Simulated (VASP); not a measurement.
# AlAs (F-43m) in VASP: a series of runs

Runs on AlAs. Level: PBEsol. Tasks: single point.

Everything below comes from runs of VASP 6.6.1. Logs are shortened: lines on timing, memory, paths and dates and some standing lists are left out, and cuts for length are marked.

## 1. The cell of the first run

It takes space group F-43m (No. 216, cubic). Conventional cell: a = 5.661 Å, b = 5.661 Å, c = 5.661 Å, α = 90.00°, β = 90.00°, γ = 90.00°. Al (site symmetry -43m) has 4 As at 2.45 Å within 3.2 Å. Within 3.2 Å of As (site symmetry -43m) lie 4 Al at 2.45 Å.

## 2. Single point, PBEsol

Input file INCAR:

```
PREC = Accurate
ENCUT = 500
EDIFF = 1E-6
ISMEAR = -1
SIGMA = 0.05
LREAL = F
LASPH = T
NELM = 120
ALGO = Normal
ISIF = 2
LWAVE = F
LCHARG = F
GGA = PS
NBANDS = 11
GGA_COMPAT = F
```

Input file KPOINTS:

```
regular mesh
0
Gamma
  10 10 10
```

Input file POSCAR:

```
AlAs
1.0
    0.0000000000      2.8304000000      2.8304000000
    2.8304000000      0.0000000000      2.8304000000
    2.8304000000      2.8304000000      0.0000000000
Al As
1 1
Direct
    0.0000000000      0.0000000000      0.0000000000
    0.7500000000      0.7500000000      0.7500000000
```

Potentials or basis: VASP PAW PBE potentials, release 64 (Al, As).

On the command line:

```
$ cat potpaw_PBE.64/Al/POTCAR potpaw_PBE.64/As/POTCAR > POTCAR
$ mpirun -np 1 vasp_std > vasp.out
```

OUTCAR:

```text
PREC = Accurate
   ENCUT = 500
   EDIFF = 1E-6
   ISMEAR = -1
   LREAL = F
   LASPH = T
   NELM = 120
   ISIF = 2
   GGA = PS

 ion  position               nearest neighbor table
   1  0.000  0.000  0.000-   2 2.45   2 2.45   2 2.45   2 2.45
   2  0.750  0.750  0.750-   1 2.45   1 2.45   1 2.45   1 2.45

  LATTYP: Found a face centered cubic cell.
 ALAT       =     5.6608000000

  Lattice vectors:

 A1 = (   0.0000000000,   2.8304000000,   2.8304000000)
 A2 = (   2.8304000000,   0.0000000000,   2.8304000000)
 A3 = (   2.8304000000,   2.8304000000,   0.0000000000)

Analysis of symmetry for initial positions (statically):
=====================================================================
 Subroutine PRICEL returns:
 Original cell was already a primitive cell.

 Routine SETGRP: Setting up the symmetry group for a
 face centered cubic supercell.

 Subroutine GETGRP returns: Found 24 space group operations
 (whereof 24 operations were pure point group operations)
 out of a pool of 48 trial point group operations.

The static configuration has the point symmetry T_d .

Analysis of symmetry for dynamics (positions and initial velocities):
=====================================================================
 Subroutine PRICEL returns:
 Original cell was already a primitive cell.

 Routine SETGRP: Setting up the symmetry group for a
 face centered cubic supercell.

 Subroutine GETGRP returns: Found 24 space group operations
 (whereof 24 operations were pure point group operations)
 out of a pool of 48 trial point group operations.

The dynamic configuration has the point symmetry T_d .

 Subroutine INISYM returns: Found 24 space group operations
 (whereof 24 operations are pure point group operations),
 and found     1 'primitive' translations

----------------------------------------------------------------------------------------

                                     Primitive cell

  volume of cell :      45.3496

  direct lattice vectors                    reciprocal lattice vectors
     0.000000000  2.830400000  2.830400000    -0.176653477  0.176653477  0.176653477
     2.830400000  0.000000000  2.830400000     0.176653477 -0.176653477  0.176653477
     2.830400000  2.830400000  0.000000000     0.176653477  0.176653477 -0.176653477

  length of vectors
     4.002790067  4.002790067  4.002790067     0.305972797  0.305972797  0.305972797

  position of ions in fractional coordinates (direct lattice)
     0.000000000  0.000000000  0.000000000
     0.750000000  0.750000000  0.750000000

  ion indices of the primitive-cell ions
   primitive index   ion index
                 1           1
                 2           2

----------------------------------------------------------------------------------------

 KPOINTS: regular mesh

Automatic generation of k-mesh.
 Grid dimensions read from file:
 generate k-points for:   10   10   10

 Generating k-lattice:

  Cartesian coordinates                     Fractional coordinates (reciprocal lattice)
    -0.017665348  0.017665348  0.017665348     0.100000000  0.000000000  0.000000000
     0.017665348 -0.017665348  0.017665348     0.000000000  0.100000000  0.000000000
     0.017665348  0.017665348 -0.017665348     0.000000000  0.000000000  0.100000000

  Length of vectors
     0.030597280  0.030597280  0.030597280

  Shift w.r.t. Gamma in fractional coordinates (k-lattice)
     0.000000000  0.000000000  0.000000000

 Subroutine IBZKPT returns following result:
 ===========================================

 Found     47 irreducible k-points:

 Following reciprocal coordinates:
            Coordinates               Weight
  0.000000  0.000000  0.000000      1.000000
  0.100000  0.000000  0.000000      8.000000
  0.200000  0.000000  0.000000      8.000000
  0.300000  0.000000  0.000000      8.000000
  0.400000  0.000000  0.000000      8.000000
  0.500000  0.000000  0.000000      4.000000
[... 16 lines left out ...]
  0.300000  0.300000  0.000000      6.000000
  0.400000  0.300000  0.000000     24.000000
 [... further k-points ...]
   k-points           NKPTS =     47   k-points in BZ     NKDIM =     47   number of bands    NBANDS=     11
   number of dos      NEDOS =    301   number of ions     NIONS =      2
   total plane-waves  NPLWV =  27000
   dimension x,y,z NGX =    30 NGY =   30 NGZ =   30
   dimension x,y,z NGXF=    60 NGYF=   60 NGZF=   60
   ions per type =               1   1
   NGX,Y,Z   is equivalent  to a cutoff of  12.46, 12.46, 12.46 a.u.
   NGXF,Y,Z  is equivalent  to a cutoff of  24.92, 24.92, 24.92 a.u.
 SYSTEM =  unknown system
   PREC   = accura    normal or accurate (medium, high low for compatibility)
   ISTART =      0    job   : 0-new  1-cont  2-samecut
   ICHARG =      2    charge: 1-file 2-atom 10-const
   ISPIN  =      1    spin polarized calculation?
   LNONCOLLINEAR =      F non collinear calculations
   LSORBIT =      F    spin-orbit coupling
   LASPH  =      T    aspherical Exc in radial PAW
   ENCUT  =  500.0 eV  36.75 Ry    6.06 a.u.   7.30  7.30  7.30*2*pi/ulx,y,z
   NELM   =    120;   NELMIN=  2; NELMDL= -5     # of ELM steps
   EDIFF  = 0.1E-05   stopping-criterion for ELM
   LREAL  =      F    real-space projection
   EDIFFG = 0.1E-04   stopping-criterion for IOM
   NSW    =      0    number of steps for IOM
   IBRION =     -1    ionic relax: 0-MD 1-quasi-New 2-CG
   NFREE  =      0    steps in history (QN), initial steepest desc. (CG)
   ISIF   =      2    stress and relaxation
   ISYM   =      2    0-nonsym 1-usesym 2-fastsym
   POTIM  = 0.5000    time-step for ionic-motion
   TEBEG  =    0.0;   TEEND  =   0.0 temperature during run
   PSTRESS=    0.0 pullay stress
   NELECT =       8.0000    total number of electrons
   NUPDOWN=      -1.0000    fix difference up-down
   EMIN   =  10.00;   EMAX   =-10.00  energy-range for DOS
   EFERMI =   0.00;   METHOD = LEGACY
   ISMEAR =    -1;   SIGMA  =   0.05  broadening in eV -4-tet -1-fermi 0-gaus
   EFERMI_NEDOS =   21; number of points for ismear=-14 and -15
   IALGO  =     38    algorithm
   IMIX   =      4    mixing-type and parameters
     AMIX     =   0.40;   BMIX     =  1.00
     AMIX_MAG =   1.60;   BMIX_MAG =  1.00
  volume/ion in A,a.u.               =      22.67       153.02
  Fermi-wavevector in a.u.,A,eV,Ry     =   0.918150  1.735052 11.469706  0.843000
  Thomas-Fermi vector in A             =   2.043199
   LORBIT       =      0    0 simple, 1 ext, 2 COOP (PROOUT), +10 PAW based schemes
   GGA     = PS    functional components
   LHFCALC =     F    Hartree Fock is set to
   AEXX    =    0.0000 exact exchange contribution
   IVDW    =     0    specifies the selected vdW correction
   LEPSILON=     F    determine dielectric tensor
   LRPA    =     F    only Hartree local field effects (RPA)
 non-spin polarized calculation
  energy-cutoff  :      500.00
  volume of cell :       45.35
 maximum number of plane-waves:      1179
 NGX is ok and might be reduce to    30
   NGX = 15   NGY = 15   NGZ = 15

 number of electron       8.0000000 magnetization

 Free energy of the ion-electron system (eV)
  ---------------------------------------------------
  ext. energy  EPLUGINS =         0.00000000
  ---------------------------------------------------
  free energy    TOTEN  =       -10.06505302 eV

  energy without entropy =      -10.06505300  energy(sigma->0) =      -10.06505301

 E-fermi :   4.4805     XC(G=0):  -9.1960

 val. band max:        3.8011104985   @ k =   0.0000   0.0000   0.0000
 cond. band min:       5.1207839874   @ k =   0.5000   0.5000   0.0000
 fundamental gap:      1.3196734888
 Fermi energy:         4.4805032518

 k-point     1 :       0.0000    0.0000    0.0000
  band No.  band energies     occupation
      1      -8.0859      2.00000
      2       3.8011      2.00000
      3       3.8011      2.00000
      4       3.8011      2.00000
      5       5.7813      0.00000
      6       8.0648      0.00000
      7       8.0648      0.00000
      8       8.0648      0.00000
      9      12.5127      0.00000
     10      12.7922      0.00000
     11      12.7922      0.00000

 k-point     2 :       0.1000    0.0000    0.0000
  band No.  band energies     occupation
      1      -7.9871      2.00000
      2       2.7534      2.00000
      3       3.6931      2.00000
      4       3.6931      2.00000
      5       6.4315      0.00000
      6       8.2570      0.00000
      7       8.2570      0.00000
      8       8.2586      0.00000
      9      12.3152      0.00000
     10      12.3152      0.00000
     11      13.0351      0.00000

 k-point     3 :       0.2000    0.0000    0.0000
  band No.  band energies     occupation
      1      -7.7038      2.00000
      2       1.1537      2.00000
      3       3.4501      2.00000
      4       3.4501      2.00000
      5       6.5082      0.00000
      6       8.6024      0.00000
      7       8.6024      0.00000
      8       9.4220      0.00000
      9      11.9283      0.00000
     10      11.9283      0.00000
     11      13.2758      0.00000

 k-point     4 :       0.3000    0.0000    0.0000
  band No.  band energies     occupation
      1      -7.2858      2.00000
      2      -0.3044      2.00000
      3       3.2040      2.00000
      4       3.2040      2.00000
      5       6.2042      0.00000
      6       8.6670      0.00000
      7       8.6670      0.00000
      8      10.8658      0.00000
      9      12.4281      0.00000
     10      12.4281      0.00000
     11      12.9219      0.00000

 k-point     5 :       0.4000    0.0000    0.0000
  band No.  band energies     occupation
      1      -6.8576      2.00000
      2      -1.3824      2.00000
      3       3.0346      2.00000
      4       3.0346      2.00000
      5       5.9668      0.00000
      6       8.5145      0.00000
      7       8.5145      0.00000
      8      11.3982      0.00000
      9      13.7449      0.00000
     10      13.7449      0.00000
     11      13.7563      0.00000
[... 211 lines left out ...]
 k-point    21 :      -0.3000    0.2000    0.0000
  band No.  band energies     occupation
      1      -6.7333      2.00000
      2      -0.9263      2.00000
      3       1.1313      2.00000
      4       2.9068      2.00000
      5       7.1119      0.00000
      6       8.9608      0.00000
      7       9.4619      0.00000
      8      10.6655      0.00000
      9      11.7193      0.00000
     10      13.9289      0.00000
     11      15.7011      0.00000

 k-point    22 :      -0.2000    0.2000    0.0000
  band No.  band energies     occupation
      1      -7.1415      2.00000
      2      -0.1080      2.00000
      3       1.5920      2.00000
      4       3.2648      2.00000
      5       7.4543      0.00000
      6       8.8270      0.00000
      7       9.0742      0.00000
      8       9.6776      0.00000
      9      11.0253      0.00000
     10      14.1679      0.00000
     11      15.5802      0.00000

 k-point    23 :       0.3000    0.3000    0.0000
  band No.  band energies     occupation
      1      -7.0045      2.00000
      2      -0.0924      2.00000
      3       2.1607      2.00000
      4       2.1607      2.00000
      5       5.9273      0.00000
      6       7.0197      0.00000
      7      11.4009      0.00000
      8      11.4009      0.00000
      9      12.0761      0.00000
     10      14.3675      0.00000
     11      16.8598      0.00000

 k-point    24 :       0.4000    0.3000    0.0000
  band No.  band energies     occupation
      1      -6.6587      2.00000
      2      -0.7535      2.00000
      3       1.6583      2.00000
      4       1.9824      2.00000
      5       5.8846      0.00000
      6       6.9880      0.00000
      7      11.3207      0.00000
      8      11.7648      0.00000
      9      13.8513      0.00000
     10      15.2490      0.00000
     11      16.7222      0.00000

 [... further k-points ...]

------------------------ aborting loop because EDIFF is reached ----------------------------------------

  FORCE on cell =-STRESS in cart. coord.  units (eV):
  Direction    XX          YY          ZZ          XY          YZ          ZX
  --------------------------------------------------------------------------------------
  -------------------------------------------------------------------------------------
  Total        0.2317722      0.2317722      0.2317722      0.0000000     -0.0000000      0.0000000
  in kB        8.1883881      8.1883881      8.1883881      0.0000000     -0.0000000      0.0000000
  external PRESSURE =       8.1883881 kB  Pullay stress =       0.0000000 kB

 VOLUME and BASIS-vectors are now :
 -----------------------------------------------------------------------------
  energy-cutoff  :      500.00
  volume of cell :       45.35
      direct lattice vectors                 reciprocal lattice vectors
     0.000000000  2.830400000  2.830400000    -0.176653477  0.176653477  0.176653477
     2.830400000  0.000000000  2.830400000     0.176653477 -0.176653477  0.176653477
     2.830400000  2.830400000  0.000000000     0.176653477  0.176653477 -0.176653477

 POSITION                                       TOTAL-FORCE (eV/Angst)
 -----------------------------------------------------------------------------------
      0.00000      0.00000      0.00000         0.000000      0.000000      0.000000
      4.24560      4.24560      4.24560        -0.000000     -0.000000     -0.000000
 -----------------------------------------------------------------------------------
    total drift:                               -0.000000     -0.000000     -0.000000

  FREE ENERGIE OF THE ION-ELECTRON SYSTEM (eV)
  ---------------------------------------------------
  free  energy   TOTEN  =       -10.0650530211 eV

  energy  without entropy=      -10.0650529958  energy(sigma->0) =      -10.06505301
```

Wall time 35 s (1 thread of Intel Xeon 8259CL, shared host); peak memory 0.18 GiB.

Results:

- Free energy: -10.0651 eV
- Pressure: 0.8 GPa
- Band gap on the k mesh: 1.32 eV, indirect (least direct gap 1.98 eV)

Caveat: the PAW data sets were made with another functional, which shifts forces and pressure a little. A k mesh can miss the band edges.

## 3. Single point, PBEsol (volume scaled by 0.9405)

Input file INCAR:

```
SYSTEM = AlAs
PREC = Accurate
ENCUT = 500
EDIFF = 1E-6
ISMEAR = -1
SIGMA = 0.05
LREAL = .FALSE.
LASPH = .TRUE.
NELM = 120
ALGO = Normal
ISIF = 2
LWAVE = .FALSE.
LCHARG = .TRUE.
GGA = PS
LELF = .TRUE.
LVHAR = .TRUE.
NBANDS = 11
GGA_COMPAT = .FALSE.
```

Input file KPOINTS:

```
regular mesh
0
G
  10 10 10
  0 0 0
```

Input file POSCAR:

```
AlAs
1.0
    0.0000000000      2.7731120344      2.7731120344
    2.7731120344      0.0000000000      2.7731120344
    2.7731120344      2.7731120344      0.0000000000
Al As
1 1
Direct
    0.0000000000      0.0000000000      0.0000000000
    0.7500000000      0.7500000000      0.7500000000
```

Potentials or basis: VASP PAW PBE potentials, release 64 (Al, As).

On the command line:

```
$ cat potpaw_PBE.64/Al/POTCAR potpaw_PBE.64/As/POTCAR > POTCAR
$ mpirun -np 1 vasp_std > vasp.out
```

Run time: 11 s. Hardware: 1 thread of Intel Xeon 6975P-C (Granite Rapids), shared host; peak memory 0.18 GiB.

It converged, with:

| Item | Value |
| --- | --- |
| Free energy | -10.0089 eV |
| Pressure | 6.1 GPa |
| Band gap on the k mesh | 1.21 eV, indirect (least direct gap 2.47 eV) |

Levels at points of the mesh, in eV from the valence-band top:
```tsv
k point	band 1	band 2	band 3	band 4	band 5	band 6	band 7	band 8	band 9
(0.00, 0.00, 0.00)	-12.24	0.00	0.00	0.00	2.47	4.37	4.37	4.37	9.06
(0.50, 0.00, 0.00)	-10.67	-5.89	-0.87	-0.87	2.31	4.67	4.67	7.69	11.59
(0.50, 0.50, 0.00)	-10.06	-5.67	-2.33	-2.33	1.21	2.22	10.75	10.75	12.36
```

Caveat: the PAW data sets were made with another functional, which shifts forces and pressure a little. A k mesh can miss the band edges.

## 4. Single point, PBEsol (volume scaled by 1.02)

Input file INCAR:

```
SYSTEM = AlAs
  ALGO = Normal
  EDIFF = 1E-6
  ENCUT = 500
  GGA = PS
  GGA_COMPAT = .FALSE.
  ISIF = 2
  ISMEAR = -1
  LASPH = .TRUE.
  LCHARG = .FALSE.
  LREAL = .FALSE.
  LWAVE = .FALSE.
  NBANDS = 11
  NELM = 120
  PREC = Accurate
  SIGMA = 0.05
```

Input file KPOINTS:

```
k-points
0
G
  10 10 10
  0 0 0
```

Input file POSCAR:

```
AlAs
1.0
    0.0000000000      2.8491449171      2.8491449171
    2.8491449171      0.0000000000      2.8491449171
    2.8491449171      2.8491449171      0.0000000000
Al As
1 1
Direct
    0.0000000000      0.0000000000      0.0000000000
    0.7500000000      0.7500000000      0.7500000000
```

On the command line:

```
$ cat potpaw_PBE.64/Al/POTCAR potpaw_PBE.64/As/POTCAR > POTCAR
$ mpirun -np 1 vasp_std > vasp.out
```

Run time: 9.7 s. Hardware: 1 thread of Intel Xeon 6975P-C (Granite Rapids), shared host; peak memory 0.17 GiB.

Results (log left out):

```yaml
Free_energy: -10.0656 eV
Pressure: -0.6 GPa
Band_gap_on_the_k_mesh: 1.35 eV, indirect (least direct gap 1.83 eV)
```

Levels at points of the mesh, in eV from the valence-band top:
```csv
k point,band 1,band 2,band 3,band 4,band 5,band 6,band 7,band 8,band 9
"(0.00, 0.00, 0.00)",-11.78,0.00,0.00,0.00,1.83,4.23,4.23,4.23,8.60
"(0.50, 0.00, 0.00)",-10.40,-5.51,-0.81,-0.81,2.01,4.62,4.62,7.54,10.90
"(0.50, 0.50, 0.00)",-9.86,-5.37,-2.14,-2.14,1.35,2.22,10.13,10.13,11.45
```

Caveat: the PAW data sets were made with another functional, which shifts forces and pressure a little.

## 5. The runs side by side

| cell | gap on the mesh (eV) | pressure (GPa) |
| --- | --- | --- |
| a = 4.003 Å, angles 60.0°, 2 atoms | 1.32 | 0.8 |
| a = 3.922 Å, angles 60.0°, 2 atoms | 1.21 | 6.1 |
| a = 4.029 Å, angles 60.0°, 2 atoms | 1.35 | -0.6 |

Alike in all rows: task single point; level PBEsol; potentials or basis VASP PAW PBE potentials, release 64 (Al, As); no spin polarisation; k mesh 10 × 10 × 10; cutoff (eV) 500; smearing fermi-dirac 0.05 eV.

Caveats: the PAW data sets were made with another functional, which shifts forces and pressure a little.

Total energies depend on the potentials used, so only differences within one code and one set of settings carry meaning.
